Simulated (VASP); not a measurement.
Crystal: BN.

```
N B
1.0
     2.45684    0.00000    0.00000
    -1.22126    2.13181    0.00000
    -0.61779   -1.06590    2.96084
N B
1 1
Cartesian
  0.6280 -0.3413 2.9164
  1.2046 2.0947 0.0053
```

Program: VASP 6.6.1. Alike in all runs: task single point; no spin polarisation; cell as given; cutoff (eV) 520; smearing fermi-dirac 0.05 eV.

Problem. Order these runs on this cell by their pressure, lowest first.
A. level r2SCAN; potentials or basis VASP PAW PBE potentials, release 64 (N, B); k mesh 13 × 13 × 9
B. level LDA; potentials or basis VASP PAW LDA potentials, release 64 (N, B); k mesh 13 × 13 × 9
C. level PBE0; potentials or basis VASP PAW PBE potentials, release 64 (N, B); k mesh 6 × 6 × 4; grid for exact exchange (PRECFOCK) Normal; share of exact exchange 0.25

Solution. B (14.6 GPa), C (18.4 GPa), A (20.2 GPa).

Caveats: some runs use coarse meshes; the cell stands under pressure (at least some runs); the PAW data sets were made with another functional, which shifts forces and pressure a little (at least some runs).
